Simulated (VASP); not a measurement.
Crystal: In2O3.

```
CELL_PARAMETERS angstrom
3.41981 0.00000 0.00000
-1.70991 2.96165 0.00000
0.00000 0.00000 6.09637
ATOMIC_POSITIONS crystal
In 0.33333 0.66667 0.23708
In 0.66667 0.33333 0.76292
O 0.00000 0.00000 0.00000
O 0.33333 0.66667 0.65424
O 0.66667 0.33333 0.34576
```

Base run:

* Program: VASP 6.6.1
* Functional: PBE
* Potentials or basis: VASP PAW PBE potentials, release 64 (In_d, O)
* Cutoff: 520 eV
* k mesh: 12 × 12 × 4
* Occupations: fermi-dirac, width 0.02 eV
* Spin: no spin polarisation

Its results: band gap on the k mesh 0.77 eV, indirect (least direct gap 0.79 eV); pressure 7.1 GPa; largest force 0.204 eV/Å.

Problem. The run is repeated on the same cell with these changes: functional from PBE to r2SCAN; occupations from fermi-dirac, width 0.02 eV to gaussian, width 0.01 eV. What comes out?

Solution. Band gap on the k mesh 1.30 eV, indirect (least direct gap 1.32 eV); pressure 1.0 GPa; largest force 0.023 eV/Å.

Caveats: spin-orbit coupling is left out, which moves the levels of the heavy elements; the PAW data sets were made with another functional, which shifts forces and pressure a little (some runs).

A k mesh can miss the band edges.
